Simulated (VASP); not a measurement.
# Rh (Fm-3m) in VASP: notebook

Rh is run at these levels: r2SCAN+D3(BJ), r2SCAN+D4, r2SCAN+rVV10; tasks: relaxation of cell and atoms.

Everything below comes from runs of VASP 6.6.1. Logs are shortened: lines on timing, memory, paths and dates and some standing lists are left out, and cuts for length are marked.

## (1) The cell of the first run

It takes space group Fm-3m (No. 225, cubic). The conventional cell has a = 3.796 Å, b = 3.796 Å, c = 3.796 Å, α = 90.00°, β = 90.00°, γ = 90.00°. Rh (site symmetry m-3m) has 12 Rh at 2.68 Å within 3.5 Å.

## (2) Relaxation of cell and atoms, r2SCAN+D3(BJ)

The input, POSCAR:

```
Rh
1.0
    0.0000000000      1.8978500000      1.8978500000
    1.8978500000      0.0000000000      1.8978500000
    1.8978500000      1.8978500000      0.0000000000
Rh
1
Direct
    0.0000000000      0.0000000000      0.0000000000
```

The input, INCAR.step1:

```
  PREC = Accurate
  ENCUT = 600
  ISMEAR = -1
  SIGMA = 0.05
  LREAL = F
  LASPH = T
  NELM = 60
  GGA = PE
  ALGO = Normal
  EDIFF = 1E-4
  LWAVE = T
  LCHARG = F
```

The input, INCAR.step2:

```
  PREC = Accurate
  ENCUT = 600
  EDIFF = 1E-6
  ISMEAR = -1
  SIGMA = 0.05
  LREAL = F
  LASPH = T
  NELM = 60
  ALGO = Normal
  ISIF = 3
  LWAVE = F
  LCHARG = F
  METAGGA = R2SCAN
  LMIXTAU = T
  IVDW = 12
  VDW_S6 = 1.0
  VDW_S8 = 0.78981345
  VDW_A1 = 0.49484001
  VDW_A2 = 5.73083694
  IBRION = 2
  NSW = 60
  EDIFFG = -0.01
  ISTART = 1
```

The input, KPOINTS:

```
Automatic mesh
0
Gamma
  12 12 12
```

Potentials or basis: VASP PAW PBE potentials, release 64 (Rh_pv).

Launch:

```sh
> cat potpaw_PBE.64/Rh_pv/POTCAR > POTCAR
> cp INCAR.step1 INCAR
> mpirun -np 1 vasp_std > vasp.out
> cp INCAR.step2 INCAR
> mpirun -np 1 vasp_std > vasp.out
```

OUTCAR:

```text
PREC = Accurate
   ENCUT = 600
   EDIFF = 1E-6
   ISMEAR = -1
   LREAL = F
   LASPH = T
   NELM = 60
   ISIF = 3
   METAGGA = R2SCAN
   IVDW = 12
   IBRION = 2
   NSW = 60
   EDIFFG = -0.01
   ISTART = 1
 IVDW          = 12

 ion  position               nearest neighbor table
   1  0.000  0.000  0.000-

  LATTYP: Found a face centered cubic cell.
 ALAT       =     3.7957000000

  Lattice vectors:

 A1 = (   0.0000000000,   1.8978500000,   1.8978500000)
 A2 = (   1.8978500000,   0.0000000000,   1.8978500000)
 A3 = (   1.8978500000,   1.8978500000,   0.0000000000)

Analysis of symmetry for initial positions (statically):
[... 33 lines left out ...]
                                     Primitive cell

  volume of cell :      13.6715

  direct lattice vectors                    reciprocal lattice vectors
     0.000000000  1.897850000  1.897850000    -0.263456016  0.263456016  0.263456016
     1.897850000  0.000000000  1.897850000     0.263456016 -0.263456016  0.263456016
     1.897850000  1.897850000  0.000000000     0.263456016  0.263456016 -0.263456016

  length of vectors
     2.683965209  2.683965209  2.683965209     0.456319205  0.456319205  0.456319205

  position of ions in fractional coordinates (direct lattice)
     0.000000000  0.000000000  0.000000000

  ion indices of the primitive-cell ions
   primitive index   ion index
                 1           1

----------------------------------------------------------------------------------------

 KPOINTS: Automatic mesh

Automatic generation of k-mesh.
 Grid dimensions read from file:
 generate k-points for:   12   12   12

 Generating k-lattice:

  Cartesian coordinates                     Fractional coordinates (reciprocal lattice)
    -0.021954668  0.021954668  0.021954668     0.083333333  0.000000000  0.000000000
     0.021954668 -0.021954668  0.021954668     0.000000000  0.083333333  0.000000000
     0.021954668  0.021954668 -0.021954668     0.000000000  0.000000000  0.083333333

  Length of vectors
     0.038026600  0.038026600  0.038026600

  Shift w.r.t. Gamma in fractional coordinates (k-lattice)
     0.000000000  0.000000000  0.000000000

 Subroutine IBZKPT returns following result:
 ===========================================

 Found     72 irreducible k-points:

 Following reciprocal coordinates:
            Coordinates               Weight
  0.000000  0.000000  0.000000      1.000000
  0.083333  0.000000  0.000000      8.000000
  0.166667  0.000000  0.000000      8.000000
  0.250000  0.000000  0.000000      8.000000
  0.333333  0.000000  0.000000      8.000000
  0.416667  0.000000  0.000000      8.000000
[... 16 lines left out ...]
  0.500000  0.166667  0.000000     24.000000
 -0.416667  0.166667  0.000000     24.000000
 [... further k-points ...]
   k-points           NKPTS =     72   k-points in BZ     NKDIM =     72   number of bands    NBANDS=     11
   number of dos      NEDOS =    301   number of ions     NIONS =      1
   total plane-waves  NPLWV =  13824
   dimension x,y,z NGX =    24 NGY =   24 NGZ =   24
   dimension x,y,z NGXF=    48 NGYF=   48 NGZF=   48
   ions per type =               1
   NGX,Y,Z   is equivalent  to a cutoff of  14.87, 14.87, 14.87 a.u.
   NGXF,Y,Z  is equivalent  to a cutoff of  29.73, 29.73, 29.73 a.u.
 SYSTEM =  unknown system
   PREC   = accura    normal or accurate (medium, high low for compatibility)
   ISTART =      1    job   : 0-new  1-cont  2-samecut
   ICHARG =      0    charge: 1-file 2-atom 10-const
   ISPIN  =      1    spin polarized calculation?
   LNONCOLLINEAR =      F non collinear calculations
   LSORBIT =      F    spin-orbit coupling
   LASPH  =      T    aspherical Exc in radial PAW
   ENCUT  =  600.0 eV  44.10 Ry    6.64 a.u.   5.36  5.36  5.36*2*pi/ulx,y,z
   NELM   =     60;   NELMIN=  2; NELMDL=  0     # of ELM steps
   EDIFF  = 0.1E-05   stopping-criterion for ELM
   LREAL  =      F    real-space projection
   EDIFFG = -.1E-01   stopping-criterion for IOM
   NSW    =     60    number of steps for IOM
   IBRION =      2    ionic relax: 0-MD 1-quasi-New 2-CG
   NFREE  =      1    steps in history (QN), initial steepest desc. (CG)
   ISIF   =      3    stress and relaxation
   ISYM   =      2    0-nonsym 1-usesym 2-fastsym
   POTIM  = 0.5000    time-step for ionic-motion
   TEBEG  =    0.0;   TEEND  =   0.0 temperature during run
   PSTRESS=    0.0 pullay stress
   NELECT =      15.0000    total number of electrons
   NUPDOWN=      -1.0000    fix difference up-down
   EMIN   =  10.00;   EMAX   =-10.00  energy-range for DOS
   EFERMI =   0.00;   METHOD = LEGACY
   ISMEAR =    -1;   SIGMA  =   0.05  broadening in eV -4-tet -1-fermi 0-gaus
   EFERMI_NEDOS =   21; number of points for ismear=-14 and -15
   IALGO  =     38    algorithm
   IMIX   =      4    mixing-type and parameters
     AMIX     =   0.40;   BMIX     =  1.00
     AMIX_MAG =   1.60;   BMIX_MAG =  1.00
  volume/ion in A,a.u.               =      13.67        92.26
  Fermi-wavevector in a.u.,A,eV,Ry     =   1.688496  3.190795 38.790465  2.851019
  Thomas-Fermi vector in A             =   2.770792
   LORBIT       =      0    0 simple, 1 ext, 2 COOP (PROOUT), +10 PAW based schemes
   METAGGA = R2SCAN    functional components
   LHFCALC =     F    Hartree Fock is set to
   AEXX    =    0.0000 exact exchange contribution
   IVDW    =    12    specifies the selected vdW correction
   LEPSILON=     F    determine dielectric tensor
   LRPA    =     F    only Hartree local field effects (RPA)
 conjugate gradient relaxation of ions
 non-spin polarized calculation
  energy-cutoff  :      600.00
  volume of cell :       13.67
 maximum number of plane-waves:       471
 NGX is ok and might be reduce to    24
   NGX = 11   NGY = 11   NGZ = 11

--------------------------------------- Ionic step        1  -------------------------------------------

 number of electron      15.0000002 magnetization

 Free energy of the ion-electron system (eV)
  ---------------------------------------------------
  ext. energy  EPLUGINS =         0.00000000
  ---------------------------------------------------
  free energy    TOTEN  =       -24.14130366 eV

  energy without entropy =      -24.13300693  energy(sigma->0) =      -24.13715530

------------------------ aborting loop because EDIFF is reached ----------------------------------------

 Edisp (eV)   -0.30683

 E8    (eV) :    -0.1088

  FORCE on cell =-STRESS in cart. coord.  units (eV):
  Direction    XX          YY          ZZ          XY          YZ          ZX
  --------------------------------------------------------------------------------------
  -------------------------------------------------------------------------------------
  Total      -0.14588    -0.14588    -0.14588     0.00000     0.00000     0.00000
  in kB     -17.09633   -17.09633   -17.09633     0.00000     0.00000     0.00000
  external pressure =      -17.10 kB  Pullay stress =        0.00 kB

 VOLUME and BASIS-vectors are now :
 -----------------------------------------------------------------------------
  energy-cutoff  :      600.00
  volume of cell :       13.67
      direct lattice vectors                 reciprocal lattice vectors
     0.000000000  1.897850000  1.897850000    -0.263456016  0.263456016  0.263456016
     1.897850000  0.000000000  1.897850000     0.263456016 -0.263456016  0.263456016
     1.897850000  1.897850000  0.000000000     0.263456016  0.263456016 -0.263456016

 POSITION                                       TOTAL-FORCE (eV/Angst)
 -----------------------------------------------------------------------------------
      0.00000      0.00000      0.00000        -0.000000      0.000000     -0.000000
 -----------------------------------------------------------------------------------
    total drift:                               -0.000000     -0.000000      0.000000

  FREE ENERGIE OF THE ION-ELECTRON SYSTEM (eV)
  ---------------------------------------------------
  free  energy   TOTEN  =       -24.4481291731 eV

  energy  without entropy=      -24.4398324442  energy(sigma->0) =      -24.44398081

--------------------------------------- Ionic step        2  -------------------------------------------

 number of electron      15.0000002 magnetization

------------------------ aborting loop because EDIFF is reached ----------------------------------------

 Edisp (eV)   -0.31347

 E8    (eV) :    -0.1112

  FORCE on cell =-STRESS in cart. coord.  units (eV):
  Direction    XX          YY          ZZ          XY          YZ          ZX
  --------------------------------------------------------------------------------------
  -------------------------------------------------------------------------------------
  Total       0.39456     0.39456     0.39456     0.00000     0.00000     0.00000
  in kB      47.22854    47.22854    47.22854     0.00000     0.00000     0.00000
  external pressure =       47.23 kB  Pullay stress =        0.00 kB

 VOLUME and BASIS-vectors are now :
 -----------------------------------------------------------------------------
  energy-cutoff  :      600.00
  volume of cell :       13.38
      direct lattice vectors                 reciprocal lattice vectors
     0.000000000  1.884493243  1.884493243    -0.265323318  0.265323318  0.265323318
     1.884493243  0.000000000  1.884493243     0.265323318 -0.265323318  0.265323318
     1.884493243  1.884493243 -0.000000000     0.265323318  0.265323318 -0.265323318

 POSITION                                       TOTAL-FORCE (eV/Angst)
 -----------------------------------------------------------------------------------
      1.88449      0.00000      1.88449        -0.000000     -0.000000      0.000000
 -----------------------------------------------------------------------------------
    total drift:                                0.000000     -0.000000      0.000000

  FREE ENERGIE OF THE ION-ELECTRON SYSTEM (eV)
  ---------------------------------------------------
  free  energy   TOTEN  =       -24.4455547933 eV

  energy  without entropy=      -24.4376474078  energy(sigma->0) =      -24.44160110

--------------------------------------- Ionic step        3  -------------------------------------------

 number of electron      15.0000002 magnetization

 Free energy of the ion-electron system (eV)
  ---------------------------------------------------
  ext. energy  EPLUGINS =         0.00000000
  ---------------------------------------------------
  free energy    TOTEN  =       -24.13991835 eV

  energy without entropy =      -24.13173330  energy(sigma->0) =      -24.13582582

 E-fermi :  11.9542     XC(G=0): -15.2990

 val. band max:       11.8913528283   @ k =  -0.3333   0.3333   0.0000
 cond. band min:      11.9657459973   @ k =   0.3333   0.1667   0.0000
 fundamental gap:      0.0743931690
 Fermi energy:        11.9542137845

 k-point     1 :       0.0000    0.0000    0.0000
  band No.  band energies     occupation
      1     -35.8849      2.00000
      2     -35.8849      2.00000
      3     -35.8849      2.00000
      4       3.6722      2.00000
      5       8.7024      2.00000
      6       8.7024      2.00000
      7       8.7024      2.00000
      8      10.8420      2.00000
      9      10.8420      2.00000
     10      28.6542      0.00000
     11      29.2701      0.00000
[... 309 lines left out ...]
 k-point    24 :      -0.4167    0.1667    0.0000
  band No.  band energies     occupation
      1     -36.6274      2.00000
      2     -36.1465      2.00000
      3     -36.0277      2.00000
      4       6.2718      2.00000
      5       7.9769      2.00000
      6       9.2935      2.00000
      7       9.8068      2.00000
      8      12.2072      0.01261
      9      16.3476      0.00000
     10      21.2458      0.00000
     11      28.8036      0.00000

 [... further k-points ...]

------------------------ aborting loop because EDIFF is reached ----------------------------------------

 Edisp (eV)   -0.30864

 E8    (eV) :    -0.1095

  FORCE on cell =-STRESS in cart. coord.  units (eV):
  Direction    XX          YY          ZZ          XY          YZ          ZX
  --------------------------------------------------------------------------------------
  -------------------------------------------------------------------------------------
  Total       0.00069     0.00069     0.00069     0.00000     0.00000    -0.00000
  in kB       0.08099     0.08099     0.08099     0.00000     0.00000    -0.00000
  external pressure =        0.08 kB  Pullay stress =        0.00 kB

 VOLUME and BASIS-vectors are now :
 -----------------------------------------------------------------------------
  energy-cutoff  :      600.00
  volume of cell :       13.59
      direct lattice vectors                 reciprocal lattice vectors
     0.000000000  1.894173381  1.894173381    -0.263967388  0.263967388  0.263967388
     1.894173381  0.000000000  1.894173381     0.263967388 -0.263967388  0.263967388
     1.894173381  1.894173381 -0.000000000     0.263967388  0.263967388 -0.263967388

 POSITION                                       TOTAL-FORCE (eV/Angst)
 -----------------------------------------------------------------------------------
      0.00000      0.00000      0.00000         0.000000     -0.000000     -0.000000
 -----------------------------------------------------------------------------------
    total drift:                               -0.000000      0.000000      0.000000

  FREE ENERGIE OF THE ION-ELECTRON SYSTEM (eV)
  ---------------------------------------------------
  free  energy   TOTEN  =       -24.4485535257 eV

  energy  without entropy=      -24.4403684780  energy(sigma->0) =      -24.44446100

 reached required accuracy - stopping structural energy minimisation
```

Run time: 4 min. Hardware: 1 thread of AMD EPYC 7R43 (Zen 3), shared host; peak memory 0.12 GiB.

What came out:

```yaml
Free_energy: -24.4486 eV
Relaxed_volume: 13.59 Å³/atom
Relaxed_cell: a = 2.679 Å, b = 2.679 Å, c = 2.679 Å, α = 60.00°, β = 60.00°, γ = 60.00°
Space_group_after_relaxing_to_0.05_Å: Fm-3m (No. 225)
Energy_gained_by_relaxing: 0.4 meV/atom
Ionic_steps: 3
Pressure_after_relaxing: 0.0 GPa
Dispersion_energy_per_atom: -0.309 eV
```

The path:
```
step  energy change (eV)  largest force (eV/Å)  pressure (GPa)  volume (Å³)
   1              0.0000                0.0000           -1.71        13.67
   2              0.0026                0.0000            4.72        13.38
   3             -0.0004                0.0000            0.01        13.59
```

Final structure:
```cif
data_structure
_symmetry_space_group_name_H-M 'P 1'
_symmetry_Int_Tables_number 1
_cell_length_a 2.6788
_cell_length_b 2.6788
_cell_length_c 2.6788
_cell_angle_alpha 60.000
_cell_angle_beta 60.000
_cell_angle_gamma 60.000
_cell_volume 13.59
loop_
_atom_site_label
_atom_site_type_symbol
_atom_site_fract_x
_atom_site_fract_y
_atom_site_fract_z
_atom_site_occupancy
Rh1 Rh 0.00000 0.00000 0.00000 1
```

Caveat: the PAW data sets were made with another functional, which shifts forces and pressure a little; pairwise dispersion overbinds metals, which lowers pressure and volume.

## (3) Relaxation of cell and atoms, r2SCAN+D4

POSCAR is that of step 2.

The input, INCAR.step1:

```
SYSTEM = Rh
PREC = Accurate
ENCUT = 600
ISMEAR = -1
SIGMA = 0.05
LREAL = .FALSE.
LASPH = .TRUE.
NELM = 80
GGA = PE
ALGO = Normal
EDIFF = 1E-4
LWAVE = .TRUE.
LCHARG = .FALSE.
```

The input, INCAR.step2:

```
SYSTEM = Rh
PREC = Accurate
ENCUT = 600
EDIFF = 1E-6
ISMEAR = -1
SIGMA = 0.05
LREAL = .FALSE.
LASPH = .TRUE.
NELM = 80
ALGO = Normal
ISIF = 3
LWAVE = .FALSE.
LCHARG = .FALSE.
METAGGA = R2SCAN
LMIXTAU = .TRUE.
IVDW = 13
VDW_S6 = 1.0
VDW_S8 = 0.6018749
VDW_A1 = 0.51559235
VDW_A2 = 5.77342911
IBRION = 2
NSW = 60
EDIFFG = -0.01
ISTART = 1
```

The input, KPOINTS:

```
Automatic mesh
0
G
  12 12 12
  0 0 0
```

Potentials or basis: VASP PAW PBE potentials, release 64 (Rh_pv).

Launch:

```sh
> cat potpaw_PBE.64/Rh_pv/POTCAR > POTCAR
> cp INCAR.step1 INCAR
> mpirun -np 1 vasp_std > vasp.out
> cp INCAR.step2 INCAR
> mpirun -np 1 vasp_std > vasp.out
```

It took 6 min on 1 thread of AMD EPYC 7R43 (Zen 3), shared host; peak memory 0.12 GiB.

Results (log left out):

| Property | Result |
| --- | --- |
| Free energy | -24.4240 eV |
| Relaxed volume | 13.64 Å³/atom |
| Relaxed cell | a = 2.682 Å, b = 2.682 Å, c = 2.682 Å, α = 60.00°, β = 60.00°, γ = 60.00° |
| Space group after relaxing (to 0.05 Å) | Fm-3m (No. 225) |
| Energy gained by relaxing | 0.1 meV/atom |
| Ionic steps | 6 |
| Pressure after relaxing | 0.1 GPa |
| Dispersion energy per atom | -0.283 eV |

Final structure:
```yaml
crystal:
  lattice:
    - [0.00000, 1.89617, 1.89617]
    - [1.89617, 0.00000, 1.89617]
    - [1.89617, 1.89617, 0.00000]
  atoms:
    - { symbol: Rh, position: [0.00000, 0.00000, 0.00000] }
```

Levels at points of the mesh, in eV from the Fermi level:
```csv
k point,band 5,band 6,band 7,band 8,band 9,band 10
"(0.00, 0.00, 0.00)",-3.24,-3.24,-3.24,-1.11,-1.11,16.70
"(0.50, 0.00, 0.00)",-3.35,-3.35,0.57,0.57,0.88,9.16
"(0.50, 0.50, 0.00)",-6.27,0.50,1.04,1.04,3.48,12.97
```

Caveat: the PAW data sets were made with another functional, which shifts forces and pressure a little; pairwise dispersion overbinds metals, which lowers pressure and volume.

## (4) Relaxation of cell and atoms, r2SCAN+rVV10

POSCAR is that of step 3.

The input, INCAR.step1:

```
ALGO = Normal
EDIFF = 1E-4
ENCUT = 600
GGA = PE
ISMEAR = -1
LASPH = T
LCHARG = F
LREAL = F
LWAVE = T
NELM = 60
PREC = Accurate
SIGMA = 0.05
```

The input, INCAR.step2:

```
ALGO = Normal
BPARAM = 11.95
CPARAM = 0.0093
EDIFF = 1E-6
EDIFFG = -0.01
ENCUT = 600
IBRION = 2
ISIF = 3
ISMEAR = -1
ISTART = 1
IVDW_NL = 2
LASPH = T
LCHARG = F
LMIXTAU = T
LREAL = F
LUSE_VDW = T
LWAVE = F
METAGGA = R2SCAN
NELM = 60
NSW = 60
PREC = Accurate
SIGMA = 0.05
```

The input, KPOINTS:

```
k-points
0
Gamma
  12 12 12
```

Launch:

```sh
> cat potpaw_PBE.64/Rh_pv/POTCAR > POTCAR
> cp INCAR.step1 INCAR
> mpirun -np 1 vasp_std > vasp.out
> cp INCAR.step2 INCAR
> mpirun -np 1 vasp_std > vasp.out
```

Wall time 4.1 min (1 thread of AMD EPYC 7R43 (Zen 3), shared host); peak memory 0.19 GiB.

The run converged. Its results:

```
Free energy                            : -23.8458 eV
Relaxed volume                         : 13.65 Å³/atom
Relaxed cell                           : a = 2.682 Å, b = 2.682 Å, c = 2.682 Å, α = 60.00°, β = 60.00°, γ = 60.00°
Space group after relaxing (to 0.05 Å) : Fm-3m (No. 225)
Energy gained by relaxing              : 0.0 meV/atom
Ionic steps                            : 3
Pressure after relaxing                : -0.1 GPa
```

Final structure:
```xyz
1
Lattice="0.0000 1.8967 1.8967 1.8967 0.0000 1.8967 1.8967 1.8967 0.0000" Properties=species:S:1:pos:R:3 pbc="T T T"
Rh    0.0000    0.0000    0.0000
```

Levels at points of the mesh, in eV from the Fermi level:
```tsv
k point	band 3	band 4	band 5	band 6	band 7	band 8	band 9	band 10	band 11
(0.00, 0.00, 0.00)	-47.83	-8.28	-3.23	-3.23	-3.23	-1.10	-1.10	16.68	17.30
(0.50, 0.00, 0.00)	-47.94	-6.43	-3.35	-3.35	0.57	0.57	0.85	9.14	16.24
(0.50, 0.50, 0.00)	-48.13	-6.65	-6.27	0.50	1.04	1.04	3.45	12.94	14.01
```

Caveat: the PAW data sets were made with another functional, which shifts forces and pressure a little.

## (5) Summary

| level | gap on the mesh (eV) | pressure (GPa) | relaxed volume (Å³/atom) |
| --- | --- | --- | --- |
| r2SCAN+D3(BJ) | none | 0.0 | 13.59 |
| r2SCAN+D4 | none | 0.1 | 13.64 |
| r2SCAN+rVV10 | none | -0.1 | 13.65 |

Alike in all rows: task relaxation of cell and atoms; potentials or basis VASP PAW PBE potentials, release 64 (Rh_pv); no spin polarisation; cell relaxed; k mesh 12 × 12 × 12; cutoff (eV) 600; smearing fermi-dirac 0.05 eV.

Caveats: the PAW data sets were made with another functional, which shifts forces and pressure a little; pairwise dispersion overbinds metals, which lowers pressure and volume (some runs).

Total energies depend on the potentials used, so only differences within one code and one set of settings carry meaning.
